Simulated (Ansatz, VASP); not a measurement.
## Cu3Au in VASP and in Ansatz

```
CELL_PARAMETERS angstrom
3.67129 0.00000 0.00000
0.00000 3.67129 0.00000
0.00000 0.00000 27.84952
ATOMIC_POSITIONS crystal
Cu 0.00000 0.50000 0.27169
Cu 0.50000 0.00000 0.27169
Cu 0.50000 0.50000 0.33523
Cu 0.00000 0.50000 0.40116
Cu 0.50000 0.00000 0.40116
Cu 0.50000 0.50000 0.46731
Cu 0.00000 0.50000 0.53277
Cu 0.50000 0.00000 0.53277
Cu 0.50000 0.50000 0.59931
Cu 0.00000 0.50000 0.66471
Cu 0.50000 0.00000 0.66471
Cu 0.50000 0.50000 0.72638
Au 0.00000 0.00000 0.33532
Au 0.00000 0.00000 0.46695
Au 0.00000 0.00000 0.59855
Au 0.00000 0.00000 0.73028
```

Alike in both runs: functional LDA; k mesh 10 × 10 × 1; occupations gaussian, width 0.1 eV; no spin polarisation.

Ansatz relaxed the structure, and its values are those at the end. VASP's run is a single point on that final structure, the one shown.

|  | VASP | Ansatz |
| --- | --- | --- |
| version | VASP 6.6.1 | Ansatz 0.2.0 |
| potentials or method | VASP PAW LDA potentials, release 64 (Cu, Au), cutoff 520 eV | scalar-relativistic, plane waves, PAW |
| valence electrons in the cell | 176 | 304 |

Ansatz gave:

| Property | Result |
| --- | --- |
| gap on the k mesh at the Fermi level (eV) | none |
| rms of the force components (eV/Å) | 0.000 |

Q: Which values does VASP return?

A: gap on the k mesh at the Fermi level (eV): none; rms of the force components (eV/Å): 0.011.

LDA's correlation is that of Perdew and Zunger in VASP and of Perdew and Wang (1992) in Ansatz. A gap of «none» marks a metal or a gap that the smearing closes. VASP's potentials hold 176 valence electrons a cell and Ansatz's 304, so a difference there can come from the potentials and not from the codes. Ansatz's warnings: xc potential rough in thin density.

Neither program's run includes spin-orbit coupling.
